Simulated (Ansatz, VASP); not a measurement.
## Cu in VASP and in Ansatz

```
CELL_PARAMETERS angstrom
0.00000 1.81492 1.81492
1.81492 0.00000 1.81492
1.81492 1.81492 0.00000
ATOMIC_POSITIONS crystal
Cu 0.50000 0.50000 0.50000
```

Alike in both runs: functional PBE; k mesh 26 × 26 × 26; occupations gaussian, width 0.1 eV; no spin polarisation.

Ansatz relaxed the structure, and its values are those at the end. VASP's run is a single point on that final structure, the one shown.

```csv
,VASP,Ansatz
version,VASP 6.6.1,Ansatz 0.2.0
potentials or method,"VASP PAW PBE potentials, release 64 (Cu), cutoff 520 eV","scalar-relativistic, plane waves, PAW"
valence electrons in the cell,11,19
```

VASP gave:

| Property | Result |
| --- | --- |
| gap on the k mesh at the Fermi level (eV) | none |
| pressure (GPa) | 0.5 |

Question: What did Ansatz give for the same quantities?

Answer: gap on the k mesh at the Fermi level (eV): none; pressure (GPa): 0.0.

A gap of «none» marks a metal or a gap that the smearing closes. VASP's potentials hold 11 valence electrons a cell and Ansatz's 19, so a difference there can come from the potentials and not from the codes.
